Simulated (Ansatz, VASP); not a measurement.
## NaSrBr3 in VASP and in Ansatz

```
CELL_PARAMETERS angstrom
5.92768 0.00000 0.00000
0.00000 5.92768 0.00000
0.00000 0.00000 5.83876
ATOMIC_POSITIONS crystal
Na 0.00000 0.00000 0.00000
Sr 0.50000 0.50000 0.50000
Br 0.50000 0.50000 0.00000
Br 0.50000 0.00000 0.50000
Br 0.00000 0.50000 0.50000
```

Change from the starting cell: uniaxial_z strain -1.5%.

Alike in both runs: task single point; functional r2SCAN; k mesh 4 × 4 × 4; no spin polarisation.

|  | VASP | Ansatz |
| --- | --- | --- |
| version | VASP 6.6.1 | Ansatz 0.2.0 |
| potentials or method | VASP PAW PBE potentials, release 64 (Na_pv, Sr_sv, Br) | plane waves, PAW |
| plane-wave cutoff (eV) | 520 | 500 |
| occupations | gaussian, width 0.01 eV | fixed |
| valence electrons in the cell | 38 | 40 |

|  | VASP | Ansatz | Ansatz less VASP |
| --- | --- | --- | --- |
| gap on the k mesh at the Fermi level (eV) | 3.71 | 3.71 | -0.003 |
| pressure (GPa) | 0.4 | 0.3 | -0.06 |
| traceless stress, the component that is largest in VASP (GPa) | 0.46 | 0.45 | -0.006 |

VASP's potentials were made for PBE, not for r2SCAN. VASP's potentials hold 38 valence electrons a cell and Ansatz's 40, so a difference there can come from the potentials and not from the codes.
